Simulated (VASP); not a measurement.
# MgB (Pm-3m) in VASP: further runs, part 2 of 2

VASP 6.6.1. The steps go on from the part before.

## 5. Single point, BLYP+D4

This run uses another cell than the first one, of 11.69 Å³/atom, 0.919 times its volume.

Contents of INCAR:

```
SYSTEM = MgB
AGGAC = 1.0
AGGAX = 1.0
ALDAC = 0.0
ALDAX = 1.0
ALGO = Normal
EDIFF = 1E-7
ENCUT = 520
GGA = B5
ISIF = 2
ISMEAR = -1
IVDW = 13
LASPH = .TRUE.
LCHARG = .TRUE.
LELF = .TRUE.
LREAL = .FALSE.
LVHAR = .TRUE.
LWAVE = .FALSE.
NBANDS = 10
NELM = 60
PREC = Accurate
SIGMA = 0.05
VDW_A1 = 0.44488865
VDW_A2 = 4.0933009
VDW_S6 = 1.0
VDW_S8 = 2.34076671
```

Contents of KPOINTS:

```
k-points
0
G
  9 9 9
  0 0 0
```

Contents of POSCAR:

```
MgB
1.0
    2.8591822551      0.0000000000      0.0000000000
    0.0000000000      2.8591822551      0.0000000000
    0.0000000000      0.0000000000      2.8591822551
Mg B
1 1
Direct
    0.0000000000      0.0000000000      0.0000000000
    0.5000000000      0.5000000000      0.5000000000
```

Started as:

```bash
$ cat potpaw_PBE.64/Mg/POTCAR potpaw_PBE.64/B/POTCAR > POTCAR
$ mpirun -np 1 vasp_std > vasp.out
```

Run time: 13 s. Hardware: 1 thread of Intel Xeon 6975P-C (Granite Rapids), shared host; peak memory 0.13 GiB.

The run converged. Its results:

```
Free energy                : -6.0418 eV
Pressure                   : -0.2 GPa
Dispersion energy per atom : -0.371 eV
```

Levels at points of the mesh, in eV from the Fermi level:
```csv
k point,band 1,band 2,band 3,band 4,band 5
"(0.00, 0.00, 0.00)",-11.04,2.35,2.35,2.35,7.24
```

Caveat: the PAW data sets were made with another functional, which shifts forces and pressure a little; pairwise dispersion overbinds metals, which lowers pressure and volume.

## 6. Single point, PBE

This run uses another cell than the first one, of 12.13 Å³/atom, 0.955 times its volume.

Contents of INCAR:

```
  PREC = Accurate
  ENCUT = 520
  EDIFF = 1E-7
  ISMEAR = 0
  SIGMA = 0.028999999999999998
  LREAL = F
  LASPH = T
  NELM = 80
  ALGO = Normal
  ISIF = 2
  LWAVE = F
  LCHARG = F
  GGA = PE
  NBANDS = 10
```

Contents of KPOINTS:

```
regular mesh
0
Gamma
  9 9 9
```

Contents of POSCAR:

```
MgB
1.0
    2.8951500000      0.0000000000      0.0000000000
    0.0000000000      2.8951500000      0.0000000000
    0.0000000000      0.0000000000      2.8951500000
Mg B
1 1
Direct
    0.0000000000      0.0000000000      0.0000000000
    0.5000000000      0.5000000000      0.5000000000
```

Potentials or basis: VASP PAW PBE potentials, release 64 (Mg, B).

Started as:

```bash
$ cat potpaw_PBE.64/Mg/POTCAR potpaw_PBE.64/B/POTCAR > POTCAR
$ mpirun -np 1 vasp_std > vasp.out
```

OUTCAR:

```text
PREC = Accurate
   ENCUT = 520
   EDIFF = 1E-7
   ISMEAR = 0
   LREAL = F
   LASPH = T
   NELM = 80
   ISIF = 2
   GGA = PE

 ion  position               nearest neighbor table
   1  0.000  0.000  0.000-   2 2.51   2 2.51   2 2.51   2 2.51   2 2.51   2 2.51   2 2.51   2 2.51

   2  0.500  0.500  0.500-   1 2.51   1 2.51   1 2.51   1 2.51   1 2.51   1 2.51   1 2.51   1 2.51

  LATTYP: Found a simple cubic cell.
 ALAT       =     2.8951500000

  Lattice vectors:

 A1 = (   2.8951500000,   0.0000000000,   0.0000000000)
 A2 = (   0.0000000000,   2.8951500000,   0.0000000000)
 A3 = (   0.0000000000,   0.0000000000,   2.8951500000)

Analysis of symmetry for initial positions (statically):
=====================================================================
 Subroutine PRICEL returns:
 Original cell was already a primitive cell.

 Routine SETGRP: Setting up the symmetry group for a
 simple cubic supercell.

 Subroutine GETGRP returns: Found 48 space group operations
 (whereof 48 operations were pure point group operations)
 out of a pool of 48 trial point group operations.

The static configuration has the point symmetry O_h .

Analysis of symmetry for dynamics (positions and initial velocities):
=====================================================================
 Subroutine PRICEL returns:
 Original cell was already a primitive cell.

 Routine SETGRP: Setting up the symmetry group for a
 simple cubic supercell.

 Subroutine GETGRP returns: Found 48 space group operations
 (whereof 48 operations were pure point group operations)
 out of a pool of 48 trial point group operations.

The dynamic configuration has the point symmetry O_h .

 Subroutine INISYM returns: Found 48 space group operations
 (whereof 48 operations are pure point group operations),
 and found     1 'primitive' translations

----------------------------------------------------------------------------------------

                                     Primitive cell

  volume of cell :      24.2668

  direct lattice vectors                    reciprocal lattice vectors
     2.895150000  0.000000000  0.000000000     0.345405247  0.000000000  0.000000000
     0.000000000  2.895150000  0.000000000     0.000000000  0.345405247  0.000000000
     0.000000000  0.000000000  2.895150000     0.000000000  0.000000000  0.345405247

  length of vectors
     2.895150000  2.895150000  2.895150000     0.345405247  0.345405247  0.345405247

  position of ions in fractional coordinates (direct lattice)
     0.000000000  0.000000000  0.000000000
     0.500000000  0.500000000  0.500000000

  ion indices of the primitive-cell ions
   primitive index   ion index
                 1           1
                 2           2

----------------------------------------------------------------------------------------

 KPOINTS: regular mesh

Automatic generation of k-mesh.
 Grid dimensions read from file:
 generate k-points for:    9    9    9

 Generating k-lattice:

  Cartesian coordinates                     Fractional coordinates (reciprocal lattice)
     0.038378361  0.000000000  0.000000000     0.111111111  0.000000000  0.000000000
     0.000000000  0.038378361  0.000000000     0.000000000  0.111111111  0.000000000
     0.000000000  0.000000000  0.038378361     0.000000000  0.000000000  0.111111111

  Length of vectors
     0.038378361  0.038378361  0.038378361

  Shift w.r.t. Gamma in fractional coordinates (k-lattice)
     0.000000000  0.000000000  0.000000000

 Subroutine IBZKPT returns following result:
 ===========================================

 Found     35 irreducible k-points:

 Following reciprocal coordinates:
            Coordinates               Weight
  0.000000  0.000000  0.000000      1.000000
  0.111111  0.000000  0.000000      6.000000
  0.222222  0.000000  0.000000      6.000000
  0.333333  0.000000  0.000000      6.000000
  0.444444  0.000000  0.000000      6.000000
  0.111111  0.111111  0.000000     12.000000
[... 16 lines left out ...]
  0.333333  0.333333  0.111111     24.000000
  0.444444  0.333333  0.111111     48.000000
 [... further k-points ...]
   k-points           NKPTS =     35   k-points in BZ     NKDIM =     35   number of bands    NBANDS=     10
   number of dos      NEDOS =    301   number of ions     NIONS =      2
   total plane-waves  NPLWV =  13824
   dimension x,y,z NGX =    24 NGY =   24 NGZ =   24
   dimension x,y,z NGXF=    48 NGYF=   48 NGZF=   48
   ions per type =               1   1
   NGX,Y,Z   is equivalent  to a cutoff of  13.78, 13.78, 13.78 a.u.
   NGXF,Y,Z  is equivalent  to a cutoff of  27.56, 27.56, 27.56 a.u.
 SYSTEM =  unknown system
   PREC   = accura    normal or accurate (medium, high low for compatibility)
   ISTART =      0    job   : 0-new  1-cont  2-samecut
   ICHARG =      2    charge: 1-file 2-atom 10-const
   ISPIN  =      1    spin polarized calculation?
   LNONCOLLINEAR =      F non collinear calculations
   LSORBIT =      F    spin-orbit coupling
   LASPH  =      T    aspherical Exc in radial PAW
   ENCUT  =  520.0 eV  38.22 Ry    6.18 a.u.   5.38  5.38  5.38*2*pi/ulx,y,z
   NELM   =     80;   NELMIN=  2; NELMDL= -5     # of ELM steps
   EDIFF  = 0.1E-06   stopping-criterion for ELM
   LREAL  =      F    real-space projection
   EDIFFG = 0.1E-05   stopping-criterion for IOM
   NSW    =      0    number of steps for IOM
   IBRION =     -1    ionic relax: 0-MD 1-quasi-New 2-CG
   NFREE  =      0    steps in history (QN), initial steepest desc. (CG)
   ISIF   =      2    stress and relaxation
   ISYM   =      2    0-nonsym 1-usesym 2-fastsym
   POTIM  = 0.5000    time-step for ionic-motion
   TEBEG  =    0.0;   TEEND  =   0.0 temperature during run
   PSTRESS=    0.0 pullay stress
   NELECT =       5.0000    total number of electrons
   NUPDOWN=      -1.0000    fix difference up-down
   EMIN   =  10.00;   EMAX   =-10.00  energy-range for DOS
   EFERMI =   0.00;   METHOD = LEGACY
   ISMEAR =     0;   SIGMA  =   0.03  broadening in eV -4-tet -1-fermi 0-gaus
   EFERMI_NEDOS =   21; number of points for ismear=-14 and -15
   IALGO  =     38    algorithm
   IMIX   =      4    mixing-type and parameters
     AMIX     =   0.40;   BMIX     =  1.00
     AMIX_MAG =   1.60;   BMIX_MAG =  1.00
  volume/ion in A,a.u.               =      12.13        81.88
  Fermi-wavevector in a.u.,A,eV,Ry     =   0.966927  1.827227 12.720742  0.934948
  Thomas-Fermi vector in A             =   2.096770
   LORBIT       =      0    0 simple, 1 ext, 2 COOP (PROOUT), +10 PAW based schemes
   GGA     = PE    functional components
   LHFCALC =     F    Hartree Fock is set to
   AEXX    =    0.0000 exact exchange contribution
   IVDW    =     0    specifies the selected vdW correction
   LEPSILON=     F    determine dielectric tensor
   LRPA    =     F    only Hartree local field effects (RPA)
 non-spin polarized calculation
 Gauss-broadening in eV      SIGMA  =   0.03
  energy-cutoff  :      520.00
  volume of cell :       24.27
 maximum number of plane-waves:       667
 NGX is ok and might be reduce to    24
   NGX = 11   NGY = 11   NGZ = 11

 number of electron       5.0000000 magnetization

 Free energy of the ion-electron system (eV)
  ---------------------------------------------------
  ext. energy  EPLUGINS =         0.00000000
  ---------------------------------------------------
  free energy    TOTEN  =        -6.61940811 eV

  energy without entropy =       -6.61899722  energy(sigma->0) =       -6.61920266

 E-fermi :   4.7737     XC(G=0): -10.3586

 val. band max:        4.7321370649   @ k =   0.3333   0.3333   0.3333
 cond. band min:       4.8030350884   @ k =   0.3333   0.2222   0.1111
 fundamental gap:      0.0708980235
 Fermi energy:         4.7737259907

 k-point     1 :       0.0000    0.0000    0.0000
  band No.  band energies     occupation
      1      -6.1539      2.00000
      2       7.1157      0.00000
      3       7.1157      0.00000
      4       7.1157      0.00000
      5      11.6329      0.00000
      6      11.6329      0.00000
      7      13.5683      0.00000
      8      22.7884      0.00000
      9      22.7884      0.00000
     10      22.7884      0.00000
[... 287 lines left out ...]
 k-point    24 :       0.4444    0.3333    0.1111
  band No.  band energies     occupation
      1      -1.6200      2.00000
      2       0.9316      2.00000
      3       3.3783      2.00000
      4       8.3075      0.00000
      5       8.4729      0.00000
      6      14.5830      0.00000
      7      15.7254      0.00000
      8      19.6221      0.00000
      9      20.8249      0.00000
     10      21.7694      0.00000

 [... further k-points ...]
[... 5 lines left out ...]
  --------------------------------------------------------------------------------------
  -------------------------------------------------------------------------------------
  Total        0.0189120      0.0189120      0.0189120     -0.0000000     -0.0000000     -0.0000000
  in kB        1.2486322      1.2486322      1.2486322     -0.0000000     -0.0000000     -0.0000000
  external PRESSURE =       1.2486322 kB  Pullay stress =       0.0000000 kB

 VOLUME and BASIS-vectors are now :
 -----------------------------------------------------------------------------
  energy-cutoff  :      520.00
  volume of cell :       24.27
      direct lattice vectors                 reciprocal lattice vectors
     2.895150000  0.000000000  0.000000000     0.345405247  0.000000000  0.000000000
     0.000000000  2.895150000  0.000000000     0.000000000  0.345405247  0.000000000
     0.000000000  0.000000000  2.895150000     0.000000000  0.000000000  0.345405247

 POSITION                                       TOTAL-FORCE (eV/Angst)
 -----------------------------------------------------------------------------------
      0.00000      0.00000      0.00000         0.000000      0.000000      0.000000
      1.44758      1.44758      1.44758         0.000000      0.000000      0.000000
 -----------------------------------------------------------------------------------
    total drift:                                0.000000     -0.000000     -0.000000

  FREE ENERGIE OF THE ION-ELECTRON SYSTEM (eV)
  ---------------------------------------------------
  free  energy   TOTEN  =        -6.6194081124 eV

  energy  without entropy=       -6.6189972169  energy(sigma->0) =       -6.61920266
```

Wall time 6 s (1 thread of Intel Xeon 6975P-C (Granite Rapids), shared host); peak memory 0.14 GiB.

Results:

* Free energy: -6.6194 eV
* Pressure: 0.1 GPa

Levels at points of the mesh, in eV from the Fermi level:
| k point | band 1 | band 2 | band 3 | band 4 | band 5 | band 6 |
| --- | --- | --- | --- | --- | --- | --- |
| (0.00, 0.00, 0.00) | -10.93 | 2.34 | 2.34 | 2.34 | 6.86 | 6.86 |

## 7. Summary

| task | level | cell | k mesh | cutoff (eV) | smearing | grid for exact exchange (PRECFOCK) | share of exact exchange | screening parameter | gap on the mesh (eV) | pressure (GPa) |
| --- | --- | --- | --- | --- | --- | --- | --- | --- | --- | --- |
| single point | HF | a = 2.940 Å, 2 atoms | 5 × 5 × 5 | 520 | fermi-dirac 0.05 eV | Normal | - | - | none | -0.4 |
| relaxation of cell and atoms | PBEsol-based screened hybrid | relaxed from a = 2.895 Å, 2 atoms | 5 × 5 × 5 | 600 | fermi-dirac 0.05 eV | Normal | 0.25 | 0.207 1/Å | none | 0.1 |
| single point | BLYP+D3(BJ) | a = 2.823 Å, 2 atoms | 9 × 9 × 9 | 520 | fermi-dirac 0.05 eV | - | - | - | none | -0.2 |
| single point | BLYP+D4 | a = 2.859 Å, 2 atoms | 9 × 9 × 9 | 520 | fermi-dirac 0.05 eV | - | - | - | none | -0.2 |
| single point | PBE | a = 2.895 Å, 2 atoms | 9 × 9 × 9 | 520 | gaussian 0.029 eV | - | - | - | none | 0.1 |

Alike in all rows: potentials or basis VASP PAW PBE potentials, release 64 (Mg, B); no spin polarisation.

Caveats: some runs use coarse meshes; the PAW data sets were made with another functional, which shifts forces and pressure a little (some runs); pairwise dispersion overbinds metals, which lowers pressure and volume (some runs).

Absolute energies hang on the potentials; compare differences alone.
